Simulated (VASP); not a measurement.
Input of a VASP 6.6.1 run:

File INCAR:

```
SYSTEM = Ta
ALGO = Fast
EDIFF = 1E-7
ENCUT = 520
GGA = PE
ISIF = 2
ISMEAR = 0
LASPH = .TRUE.
LCHARG = .TRUE.
LELF = .TRUE.
LREAL = .FALSE.
LVHAR = .TRUE.
LWAVE = .FALSE.
NBANDS = 12
NELM = 60
PREC = Accurate
SIGMA = 0.15
```

Contents of KPOINTS:

```
k-points
0
G
  18 18 18
  0 0 0
```

The input POSCAR:

```
Ta
1.0
   -1.5682119726      1.6594835689      1.4727916674
    1.5682119726     -1.6594835689      1.4727916674
    1.5682119726      1.6594835689     -1.4727916674
Ta
1
Direct
    0.0000000000      0.0000000000      0.0000000000
```

Potentials or basis: VASP PAW PBE potentials, release 64 (Ta_pv).

Launch:

```console
$ cat potpaw_PBE.64/Ta_pv/POTCAR > POTCAR
$ mpirun -np 1 vasp_std > vasp.out
```

(1) Estimate the pressure.

Results:

(1) 49.2 GPa.

Caveat: the cell differs from its parent crystal (normal strain along x -0.0550, normal strain along z -0.1125).
